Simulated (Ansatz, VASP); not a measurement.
**One calculation of HfSeS4, two programs**

INCAR

```
ALGO = Normal
EDIFF = 1E-6
EDIFFG = -0.01
ENCUT = 600
GGA = PE
IBRION = 2
ISIF = 3
ISMEAR = 0
LASPH = True
LCHARG = False
LREAL = False
LWAVE = False
NELM = 80
NSW = 100
PREC = Accurate
SIGMA = 0.1
```

Contents of KPOINTS:

```
k-points
0
Gamma
  10 10 10
```

File POSCAR:

```
HfSeS4
1.0
    0.0000000000      3.7161946020      3.7161946020
    3.7161946020      0.0000000000      3.7161946020
    3.7161946020      3.7161946020      0.0000000000
Hf Se S
1 1 4
Direct
    0.2500000000      0.2500000000      0.2500000000
    0.0000000000      0.0000000000      0.0000000000
    0.6232146513      0.6232146513      0.1303560461
    0.6232146513      0.1303560461      0.6232146513
    0.1303560461      0.6232146513      0.6232146513
    0.6232146513      0.6232146513      0.6232146513
```

Input for Ansatz:

```yaml
crystal:
  lattice:
    - [0.0, 3.716194602, 3.716194602]
    - [3.716194602, 0.0, 3.716194602]
    - [3.716194602, 3.716194602, 0.0]
  atoms:
    - { symbol: Hf, position: [0.25, 0.25, 0.25] }
    - { symbol: Se, position: [0.0, 0.0, 0.0] }
    - { symbol: S, position: [0.6232146513, 0.6232146513, 0.1303560461] }
    - { symbol: S, position: [0.6232146513, 0.1303560461, 0.6232146513] }
    - { symbol: S, position: [0.1303560461, 0.6232146513, 0.6232146513] }
    - { symbol: S, position: [0.6232146513, 0.6232146513, 0.6232146513] }
basis:
  ecutwfc: 420
kpoints:
  mp_grid: { grid: [10, 10, 10] }
hamiltonian:
  xc: pbe
scf:
  occupations: { method: gaussian, width: 0.1 }
output:
  forces: true
  stress: true
  eigenvalues: true
  write_density: true
  write_potential: true
  elf: true
  volumetric_format: npy
relax:
  adjacent_minimum: "off"
  f_tol: 0.01
  max_steps: 80
  cell: { stress_tol: 0.05 }
```

Change from the starting cell: species swapped into the ZrCu4Ag type (F-43m, No. 216).

Alike in both runs: task relaxation of cell and atoms; functional PBE; k mesh 10 × 10 × 10; occupations gaussian, width 0.1 eV; no spin polarisation.

|  | VASP | Ansatz |
| --- | --- | --- |
| version | VASP 6.6.1 | Ansatz 0.2.0 |
| potentials or method | VASP PAW PBE potentials, release 64 (Hf_pv, Se, S), cutoff 600 eV | scalar-relativistic, plane waves, PAW |
| valence electrons in the cell | 40 | 66 |

Ansatz gave:

```
gap on the k mesh at the Fermi level, each at its own relaxed structure (eV) : none
relaxed volume (Å³/atom)                                                     : 17.05
relaxed cell length with the largest relative difference (Å)                 : 5.249
```

Question: Estimate VASP's values.

Answer: gap on the k mesh at the Fermi level, each at its own relaxed structure (eV): none; relaxed volume (Å³/atom): 16.96; relaxed cell length with the largest relative difference (Å): 5.241.

A gap of «none» marks a metal or a gap that the smearing closes. VASP's potentials hold 40 valence electrons a cell and Ansatz's 66, so a difference there can come from the potentials and not from the codes.

Spin-orbit coupling is off throughout.
